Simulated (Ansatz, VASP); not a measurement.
**One calculation of Ag, two programs**

Contents of POSCAR:

```
Ag
1.0
    0.0000000000      2.0770818563      2.0770818563
    2.0770818563      0.0000000000      2.0770818563
    2.0770818563      2.0770818563      0.0000000000
Ag
1
Direct
    0.0000000000      0.0000000000      0.0000000000
```

The input INCAR.step1:

```
PREC = Accurate
ENCUT = 520
EDIFF = 1E-5
ISMEAR = 0
SIGMA = 0.05
LREAL = False
LASPH = True
NELM = 60
ALGO = Normal
ISIF = 2
LWAVE = True
GGA = PE
NBANDS = 12
```

Contents of INCAR.step2:

```
PREC = Accurate
ENCUT = 520
EDIFF = 1E-7
ISMEAR = 0
SIGMA = 0.05
LREAL = False
LASPH = True
NELM = 60
ALGO = Normal
ISIF = 2
LWAVE = False
LCHARG = True
GGA = PE
LHFCALC = True
HFSCREEN = 0.2079
PRECFOCK = Normal
LELF = True
LVHAR = True
ISTART = 1
NBANDS = 12
```

The input KPOINTS:

```
regular mesh
0
Gamma
  8 8 8
```

Input for Ansatz:

```yaml
crystal:
  lattice:
    - [0.0, 2.0770818563, 2.0770818563]
    - [2.0770818563, 0.0, 2.0770818563]
    - [2.0770818563, 2.0770818563, 0.0]
  atoms:
    - { symbol: Ag, position: [0.0, 0.0, 0.0] }
basis:
  ecutwfc: 420
  ecutrho_ratio: 4
kpoints:
  mp_grid: { grid: [8, 8, 8] }
hamiltonian:
  xc: hse06
scf:
  occupations: { method: gaussian, width: 0.05 }
output:
  forces: true
  stress: true
  eigenvalues: true
```

Alike in both runs: task single point; functional HSE06; k mesh 8 × 8 × 8; occupations gaussian, width 0.05 eV; no spin polarisation.

|  | VASP | Ansatz |
| --- | --- | --- |
| version | VASP 6.6.1 | Ansatz 0.2.0 |
| potentials or method | VASP PAW PBE potentials, release 64 (Ag), cutoff 520 eV | scalar-relativistic, plane waves, PAW |
| valence electrons in the cell | 11 | 19 |

```tsv
	VASP	Ansatz	Ansatz less VASP
gap on the k mesh at the Fermi level (eV)	none	none	-
pressure (GPa)	0.0	0.0	-0.04
```

A gap of «none» marks a metal or a gap that the smearing closes. VASP's potentials hold 11 valence electrons a cell and Ansatz's 19, so a difference there can come from the potentials and not from the codes. Ansatz's warnings: filled band counts differ across k points, stress exchange threshold loose, stress scf threshold loose.
